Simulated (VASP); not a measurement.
Si3Ge:

```
Si Ge
1.0
     2.66386    0.00000    0.00000
    -1.33193    2.30697    0.00000
     0.00000    0.00000   10.72073
Si Ge
3 1
Direct
  0.00000 0.00000 0.00000
  0.00000 0.00000 0.24220
  0.00000 0.00000 0.75780
  0.00000 0.00000 0.50000
```

| Property | Result |
| --- | --- |
| Program | VASP 6.6.1 |
| Task | relaxation of cell and atoms |
| Functional | PBE |
| Potentials or basis | VASP PAW PBE potentials, release 64 (Si, Ge_d) |
| Cutoff | 500 eV |
| k mesh | 18 × 18 × 6 |
| Occupations | gaussian, width 0.1 eV |
| Spin | no spin polarisation |

At the start: pressure -1.3 GPa; volume 16.47 Å³/atom.

**Question.** How do energy, volume and symmetry change on relaxing?

**Answer.** Over 9 steps the energy falls by 38.0 meV/atom and the volume is 16.13 Å³/atom (-2.0 %); space group P6/mmm (No. 191, to 0.1 Å) before and after.

Step by step:
```
step  energy change (eV)  largest force (eV/Å)  pressure (GPa)  volume (Å³)
   1              0.0000                0.0861           -1.27        65.88
   2             -0.1469                0.1957            0.16        64.54
   3             -0.1470                0.1939            0.14        64.55
   4             -0.1499                0.1214           -0.09        64.66
   5             -0.1513                0.0223           -0.37        64.82
   6             -0.1518                0.0072            0.14        64.41
   7             -0.1519                0.0003            0.04        64.50
   8             -0.1519                0.0005            0.01        64.51
   9             -0.1519                0.0004           -0.01        64.53
```

Final structure:
```xyz
4
Lattice="2.7098 0.0000 0.0000 -1.3549 2.3467 0.0000 0.0000 0.0000 10.1484" Properties=species:S:1:pos:R:3 pbc="T T T"
Si    0.0000    0.0000    0.0000
Si    0.0000    0.0000    2.4792
Si    0.0000    0.0000    7.6692
Ge    0.0000    0.0000    5.0742
```

Caveat: the highest band is partly filled, so the run has too few bands.
